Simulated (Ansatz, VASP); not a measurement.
# SiC in VASP and in Ansatz

```xyz
2
Lattice="0.0000 2.2434 2.1344 2.2434 0.0000 2.1344 2.2434 2.2434 0.0000" Properties=species:S:1:pos:R:3 pbc="T T T"
Si    0.0000    0.0000    0.0000
C     1.1217    1.1217    1.0672
```

Change from the starting cell: epitaxial_xy strain +3.0%.

Alike in both runs: task single point; functional PBE; k mesh 10 × 10 × 10; occupations fermi-dirac, width 0.02 eV; no spin polarisation.

|  | VASP | Ansatz |
| --- | --- | --- |
| version | VASP 6.6.1 | Ansatz 0.2.0 |
| potentials or method | VASP PAW PBE potentials, release 64 (Si, C) | plane waves, PAW |
| plane-wave cutoff (eV) | 520 | 420 |
| valence electrons in the cell | 8 | 8 |

|  | VASP | Ansatz | Ansatz less VASP |
| --- | --- | --- | --- |
| gap on the k mesh at the Fermi level (eV) | 0.90 | 0.91 | +0.002 |
| pressure (GPa) | -4.8 | -4.8 | +0.04 |
| traceless stress, the component that is largest in VASP (GPa) | 7.66 | 7.64 | -0.019 |
